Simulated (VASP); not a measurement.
MgH12Cl2O6, 21 atoms in the cell. The cell holds an amorphous packing of atoms, 21 atoms: a = 6.050 Å, b = 6.050 Å, c = 6.050 Å, α = 90.00°, β = 90.00°, γ = 90.00°. 

```yaml
Program: VASP 6.6.1
Task: single point
Functional: PBE
Dispersion: D3(BJ)
Potentials_or_basis: VASP PAW PBE potentials, release 64 (O, H, Mg, Cl)
Cutoff: 520 eV
k_mesh: 1 × 1 × 1
Occupations: fermi-dirac, width 0.05 eV
Spin: no spin polarisation
Dipole_correction: no
Further_INCAR_settings: ALGO = Normal; EDIFF = 1e-06; NBANDS = 48
```

Potentials or basis: VASP PAW PBE potentials, release 64 (O, H, Mg, Cl).

Launch:

```sh
$ cat potpaw_PBE.64/O/POTCAR potpaw_PBE.64/H/POTCAR potpaw_PBE.64/Mg/POTCAR potpaw_PBE.64/Cl/POTCAR > POTCAR
$ mpirun -np 1 vasp_gam > vasp.out
```

Hardware: 1 thread of Intel(R) Xeon(R) 6975P-C (Granite Rapids) (shared host).

Q: Estimate the wall time of this run.

A: It took 15 s on 1 thread of Intel(R) Xeon(R) 6975P-C (Granite Rapids) (shared host), peak memory 0.32 GiB. Counts: scf iterations 16, k points 1.
